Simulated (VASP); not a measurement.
Here is a VASP 6.6.1 calculation.

File INCAR:

```
SYSTEM = BiB
ALGO = Normal
EDIFF = 1E-6
ENCUT = 500
GGA = PS
GGA_COMPAT = .False.
ISIF = 2
ISMEAR = -1
ISPIN = 2
LASPH = .True.
LCHARG = .False.
LORBIT = 11
LREAL = .False.
LWAVE = .False.
MAGMOM = 0 0
NBANDS = 20
NELM = 200
PREC = Accurate
SIGMA = 0.02
```

The input KPOINTS:

```
k-points
0
Gamma
  6 6 6
  0 0 0
```

POSCAR

```
BiB
1.0
    0.0000000000      2.6268329274      2.6268329274
    2.6268329274      0.0000000000      2.6268329274
    2.6268329274      2.6268329274      0.0000000000
B Bi
1 1
Direct
    0.0000000000      0.0000000000      0.0000000000
    0.5000000000      0.5000000000      0.5000000000
```

Potentials or basis: VASP PAW PBE potentials, release 64 (B, Bi_d).

Command:

```bash
$ cat potpaw_PBE.64/B/POTCAR potpaw_PBE.64/Bi_d/POTCAR > POTCAR
$ mpirun -np 1 vasp_std > vasp.out
```

Problem. What does it give for the net moment?

Solution. 0.00 μB per cell.

Problem. Estimate the band gap on the k mesh.

Solution. Zero (filled and empty bands overlap).

Problem. Predict the pressure.

Solution. -2.1 GPa.

Caveat: the PAW data sets were made with another functional, which shifts forces and pressure a little; spin-orbit coupling is left out, which moves the levels of the heavy elements.
